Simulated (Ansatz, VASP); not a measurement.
One calculation of TaPb2, two programs

```xyz
3
Lattice="4.2834 0.0000 0.0000 -2.1417 3.7096 0.0000 0.0000 0.0000 4.6250" Properties=species:S:1:pos:R:3 pbc="T T T"
Ta    0.0000    0.0000    0.0000
Pb    0.0000    2.4730    2.3125
Pb    2.1417    1.2365    2.3125
```

Alike in both runs: task relaxation of cell and atoms; functional PBE; k mesh 6 × 6 × 4; occupations gaussian, width 0.1 eV; no spin polarisation.

|  | VASP | Ansatz |
| --- | --- | --- |
| version | VASP 6.6.1 | Ansatz 0.2.0 |
| potentials or method | VASP PAW PBE potentials, release 64 (Ta_pv, Pb_d), cutoff 600 eV | scalar-relativistic, plane waves, PAW |
| valence electrons in the cell | 39 | 41 |

Ansatz gave:

```
gap on the k mesh at the Fermi level, each at its own relaxed structure (eV) : none
relaxed volume (Å³/atom)                                                     : 25.10
relaxed cell length with the largest relative difference (Å)                 : 3.008
```

Which values does VASP return?

gap on the k mesh at the Fermi level, each at its own relaxed structure (eV): none; relaxed volume (Å³/atom): 25.09; relaxed cell length with the largest relative difference (Å): 3.006.

A gap of «none» marks a metal or a gap that the smearing closes. VASP's potentials hold 39 valence electrons a cell and Ansatz's 41, so a difference there can come from the potentials and not from the codes.

Neither program's run includes spin-orbit coupling.
